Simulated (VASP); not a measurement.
# CdS (Hawleyite) (F-43m) in VASP: a series of runs

Runs on CdS (Hawleyite). Level: PBE. Tasks: single point.

Program: VASP 6.6.1. These are calculated values, not measurements. Logs are shortened: lines on timing, memory, paths and dates and some standing lists are left out, and cuts for length are marked.

**1. The cell of the first run**

The structure is cubic, space group F-43m (No. 216). The conventional cell has a = 6.043 Å, b = 6.043 Å, c = 6.043 Å, α = 90.00°, β = 90.00°, γ = 90.00°. Cd (site symmetry -43m) has 4 S at 2.62 Å within 3.5 Å. S (site symmetry -43m) has 4 Cd at 2.62 Å within 3.5 Å.

**2. Single point, PBE (volume scaled by 1.06)**

INCAR reads:

```
SYSTEM = CdS
PREC = Accurate
ENCUT = 520
EDIFF = 1E-7
ISMEAR = 0
SIGMA = 0.02
LREAL = .FALSE.
LASPH = .TRUE.
NELM = 80
ALGO = Normal
ISIF = 2
LWAVE = .FALSE.
LCHARG = .TRUE.
GGA = PE
LELF = .TRUE.
LVHAR = .TRUE.
NBANDS = 16
```

KPOINTS reads:

```
regular mesh
0
G
  8 8 8
  0 0 0
```

POSCAR reads:

```
CdS
1.0
    0.0000000000      3.0213283310      3.0213283310
    3.0213283310      0.0000000000      3.0213283310
    3.0213283310      3.0213283310      0.0000000000
Cd S
1 1
Direct
    0.0000000000      0.0000000000      0.0000000000
    0.2500000000      0.2500000000      0.2500000000
```

Potentials or basis: VASP PAW PBE potentials, release 64 (Cd, S).

The run is started by

```sh
$ cat potpaw_PBE.64/Cd/POTCAR potpaw_PBE.64/S/POTCAR > POTCAR
$ mpirun -np 1 vasp_std > vasp.out
```

OUTCAR:

```text
SYSTEM = CdS
   PREC = Accurate
   ENCUT = 520
   EDIFF = 1E-7
   ISMEAR = 0
   LREAL = .FALSE.
   LASPH = .TRUE.
   NELM = 80
   ISIF = 2
   GGA = PE

 ion  position               nearest neighbor table
   1  0.000  0.000  0.000-   2 2.62   2 2.62   2 2.62   2 2.62
   2  0.250  0.250  0.250-   1 2.62   1 2.62   1 2.62   1 2.62

  LATTYP: Found a face centered cubic cell.
 ALAT       =     6.0426566620

  Lattice vectors:

 A1 = (   0.0000000000,   3.0213283310,   3.0213283310)
 A2 = (   3.0213283310,   0.0000000000,   3.0213283310)
 A3 = (   3.0213283310,   3.0213283310,   0.0000000000)

Analysis of symmetry for initial positions (statically):
=====================================================================
 Subroutine PRICEL returns:
 Original cell was already a primitive cell.

 Routine SETGRP: Setting up the symmetry group for a
 face centered cubic supercell.

 Subroutine GETGRP returns: Found 24 space group operations
 (whereof 24 operations were pure point group operations)
 out of a pool of 48 trial point group operations.

The static configuration has the point symmetry T_d .

Analysis of symmetry for dynamics (positions and initial velocities):
=====================================================================
 Subroutine PRICEL returns:
 Original cell was already a primitive cell.

 Routine SETGRP: Setting up the symmetry group for a
 face centered cubic supercell.

 Subroutine GETGRP returns: Found 24 space group operations
 (whereof 24 operations were pure point group operations)
 out of a pool of 48 trial point group operations.

The dynamic configuration has the point symmetry T_d .

 Subroutine INISYM returns: Found 24 space group operations
 (whereof 24 operations are pure point group operations),
 and found     1 'primitive' translations

----------------------------------------------------------------------------------------

                                     Primitive cell

  volume of cell :      55.1599

  direct lattice vectors                    reciprocal lattice vectors
     0.000000000  3.021328331  3.021328331    -0.165490124  0.165490124  0.165490124
     3.021328331  0.000000000  3.021328331     0.165490124 -0.165490124  0.165490124
     3.021328331  3.021328331  0.000000000     0.165490124  0.165490124 -0.165490124
[... 74 lines left out ...]
 SYSTEM =  CdS
   PREC   = accura    normal or accurate (medium, high low for compatibility)
   ISTART =      0    job   : 0-new  1-cont  2-samecut
   ICHARG =      2    charge: 1-file 2-atom 10-const
   ISPIN  =      1    spin polarized calculation?
   LNONCOLLINEAR =      F non collinear calculations
   LSORBIT =      F    spin-orbit coupling
   LASPH  =      T    aspherical Exc in radial PAW
   ENCUT  =  520.0 eV  38.22 Ry    6.18 a.u.   7.94  7.94  7.94*2*pi/ulx,y,z
   NELM   =     80;   NELMIN=  2; NELMDL= -5     # of ELM steps
   EDIFF  = 0.1E-06   stopping-criterion for ELM
   LREAL  =      F    real-space projection
   EDIFFG = 0.1E-05   stopping-criterion for IOM
   NSW    =      0    number of steps for IOM
   IBRION =     -1    ionic relax: 0-MD 1-quasi-New 2-CG
   NFREE  =      0    steps in history (QN), initial steepest desc. (CG)
   ISIF   =      2    stress and relaxation
   ISYM   =      2    0-nonsym 1-usesym 2-fastsym
   POTIM  = 0.5000    time-step for ionic-motion
   TEBEG  =    0.0;   TEEND  =   0.0 temperature during run
   PSTRESS=    0.0 pullay stress
   NELECT =      18.0000    total number of electrons
   NUPDOWN=      -1.0000    fix difference up-down
   EMIN   =  10.00;   EMAX   =-10.00  energy-range for DOS
   EFERMI =   0.00;   METHOD = LEGACY
   ISMEAR =     0;   SIGMA  =   0.02  broadening in eV -4-tet -1-fermi 0-gaus
   EFERMI_NEDOS =   21; number of points for ismear=-14 and -15
   IALGO  =     38    algorithm
   IMIX   =      4    mixing-type and parameters
     AMIX     =   0.40;   BMIX     =  1.00
     AMIX_MAG =   1.60;   BMIX_MAG =  1.00
  volume/ion in A,a.u.               =      27.58       186.12
  Fermi-wavevector in a.u.,A,eV,Ry     =   1.127088  2.129887 17.283847  1.270327
  Thomas-Fermi vector in A             =   2.263772
   LORBIT       =      0    0 simple, 1 ext, 2 COOP (PROOUT), +10 PAW based schemes
   GGA     = PE    functional components
   LHFCALC =     F    Hartree Fock is set to
   AEXX    =    0.0000 exact exchange contribution
   IVDW    =     0    specifies the selected vdW correction
   LEPSILON=     F    determine dielectric tensor
   LRPA    =     F    only Hartree local field effects (RPA)
 non-spin polarized calculation
 Gauss-broadening in eV      SIGMA  =   0.02
  energy-cutoff  :      520.00
  volume of cell :       55.16
 maximum number of plane-waves:      1524
   NGX = 15   NGY = 15   NGZ = 15

 number of electron      17.9999995 magnetization

 Free energy of the ion-electron system (eV)
  ---------------------------------------------------
  ext. energy  EPLUGINS =         0.00000000
  ---------------------------------------------------
  free energy    TOTEN  =        -6.12468023 eV

  energy without entropy =       -6.12468023  energy(sigma->0) =       -6.12468023

 E-fermi :   0.5692     XC(G=0):  -8.6634

 val. band max:        0.4695483196   @ k =   0.0000   0.0000   0.0000
 cond. band min:       1.3804908437   @ k =   0.0000   0.0000   0.0000
 fundamental gap:      0.9109425241
 Fermi energy:         0.5691671538

 k-point     1 :       0.0000    0.0000    0.0000
  band No.  band energies     occupation
      1     -11.3095      2.00000
      2      -6.9420      2.00000
      3      -6.9420      2.00000
      4      -6.9420      2.00000
      5      -6.5929      2.00000
      6      -6.5929      2.00000
[... 433 lines left out ...]
      3      -6.7916      2.00000
      4      -6.6083      2.00000
      5      -6.5724      2.00000
      6      -6.2129      2.00000
[... 8 lines left out ...]
     15      12.4654      0.00000
     16      13.2879      0.00000

 [... further k-points ...]
[... 5 lines left out ...]
  --------------------------------------------------------------------------------------
  -------------------------------------------------------------------------------------
  Total       -0.8583935     -0.8583935     -0.8583935      0.0000000      0.0000000     -0.0000000
  in kB      -24.9329261    -24.9329261    -24.9329261      0.0000000      0.0000000     -0.0000000
  external PRESSURE =     -24.9329261 kB  Pullay stress =       0.0000000 kB

 VOLUME and BASIS-vectors are now :
 -----------------------------------------------------------------------------
  energy-cutoff  :      520.00
  volume of cell :       55.16
      direct lattice vectors                 reciprocal lattice vectors
     0.000000000  3.021328331  3.021328331    -0.165490124  0.165490124  0.165490124
     3.021328331  0.000000000  3.021328331     0.165490124 -0.165490124  0.165490124
     3.021328331  3.021328331  0.000000000     0.165490124  0.165490124 -0.165490124

 POSITION                                       TOTAL-FORCE (eV/Angst)
 -----------------------------------------------------------------------------------
      0.00000      0.00000      0.00000         0.000000      0.000000     -0.000000
      1.51066      1.51066      1.51066        -0.000000     -0.000000      0.000000
 -----------------------------------------------------------------------------------
    total drift:                               -0.000000     -0.000000     -0.000000

  FREE ENERGIE OF THE ION-ELECTRON SYSTEM (eV)
  ---------------------------------------------------
  free  energy   TOTEN  =        -6.1246802339 eV

  energy  without entropy=       -6.1246802339  energy(sigma->0) =       -6.12468023
```

OSZICAR:

```text
N       E                     dE             d eps       ncg     rms          rms(c)
DAV:   1     0.106695612354E+03    0.10670E+03   -0.89772E+03   944   0.102E+03
DAV:   2    -0.228798407546E+01   -0.10898E+03   -0.10317E+03  1120   0.249E+02
DAV:   3    -0.666560258155E+01   -0.43776E+01   -0.43691E+01  1120   0.520E+01
DAV:   4    -0.669414347459E+01   -0.28541E-01   -0.28538E-01  1184   0.407E+00
DAV:   5    -0.669455104228E+01   -0.40757E-03   -0.40756E-03  1128   0.459E-01    0.650E+00
DAV:   6    -0.614033658406E+01    0.55421E+00   -0.91333E-01  1392   0.108E+01    0.546E+00
DAV:   7    -0.612444685660E+01    0.15890E-01   -0.16930E-01  1112   0.283E+00    0.279E+00
DAV:   8    -0.612439954922E+01    0.47307E-04   -0.14156E-02  1096   0.142E+00    0.234E-01
DAV:   9    -0.612441331987E+01   -0.13771E-04   -0.15847E-03  1160   0.517E-01    0.730E-02
DAV:  10    -0.612459241508E+01   -0.17910E-03   -0.23790E-04  1120   0.134E-01    0.774E-02
DAV:  11    -0.612468439773E+01   -0.91983E-04   -0.14399E-04  1088   0.800E-02    0.279E-02
DAV:  12    -0.612467918525E+01    0.52125E-05   -0.14109E-05  1128   0.400E-02    0.704E-03
DAV:  13    -0.612468026264E+01   -0.10774E-05   -0.22430E-06  1176   0.917E-03    0.732E-03
DAV:  14    -0.612468023392E+01    0.28724E-07   -0.19698E-07  1192   0.366E-03
   1 F= -.61246802E+01 E0= -.61246802E+01  d E =-.111053E-14
```

stdout:

```text
POSCAR found type information on POSCAR CdS
 POSCAR found :  2 types and       2 ions
 scaLAPACK will be used
 LDA part: xc-table for (Slater+PW92), standard interpolation
 POSCAR, INCAR and KPOINTS ok, starting setup
 FFT: planning ... GRIDC
 FFT: planning ... GRID_SOFT
 FFT: planning ... GRID
 WAVECAR not read
 entering main loop
```

Wall time 20 s (1 thread of Intel Xeon Platinum 8259CL at 2.50GHz (Skylake/Cascade Lake), shared host); peak memory 0.18 GiB.

What came out:

| Property | Result |
| --- | --- |
| Free energy | -6.1247 eV |
| Pressure | -2.5 GPa |
| Band gap on the k mesh | 0.91 eV, direct |

Levels at points of the mesh, in eV from the valence-band top:
| k point | band 7 | band 8 | band 9 | band 10 | band 11 | band 12 |
| --- | --- | --- | --- | --- | --- | --- |
| (0.00, 0.00, 0.00) | 0.00 | 0.00 | 0.00 | 0.91 | 6.54 | 6.54 |
| (0.50, 0.00, 0.00) | -3.80 | -0.61 | -0.61 | 2.83 | 6.98 | 6.98 |
| (0.50, 0.50, 0.00) | -3.51 | -1.54 | -1.54 | 3.71 | 4.17 | 8.81 |

**3. Single point, PBE (volume scaled by 1.10)**

INCAR reads:

```
SYSTEM = CdS
PREC = Accurate
ENCUT = 520
EDIFF = 1E-6
ISMEAR = 0
SIGMA = 0.02
LREAL = .False.
LASPH = .True.
NELM = 60
ALGO = Normal
ISIF = 2
LWAVE = .False.
LCHARG = .False.
GGA = PE
NBANDS = 16
```

KPOINTS reads:

```
regular mesh
0
Gamma
  8 8 8
  0 0 0
```

POSCAR reads:

```
CdS
1.0
    0.0000000000      3.0588641980      3.0588641980
    3.0588641980      0.0000000000      3.0588641980
    3.0588641980      3.0588641980      0.0000000000
Cd S
1 1
Direct
    0.0000000000      0.0000000000      0.0000000000
    0.2500000000      0.2500000000      0.2500000000
```

Potentials or basis: VASP PAW PBE potentials, release 64 (Cd, S).

The run is started by

```sh
$ cat potpaw_PBE.64/Cd/POTCAR potpaw_PBE.64/S/POTCAR > POTCAR
$ mpirun -np 1 vasp_std > vasp.out
```

It took 20 s on 1 thread of Intel Xeon Platinum 8259CL at 2.50GHz (Skylake/Cascade Lake), shared host; peak memory 0.18 GiB.

Results (log left out):

- Free energy: -6.0831 eV
- Pressure: -3.9 GPa
- Band gap on the k mesh: 0.83 eV, direct

Levels at points of the mesh, in eV from the valence-band top:
```
           k point  band 7  band 8  band 9  band 10  band 11  band 12
(0.00, 0.00, 0.00)    0.00    0.00    0.00     0.83     6.52     6.52
(0.50, 0.00, 0.00)   -3.62   -0.57   -0.57     2.76     6.96     6.96
(0.50, 0.50, 0.00)   -3.37   -1.43   -1.43     3.76     4.09     8.68
```
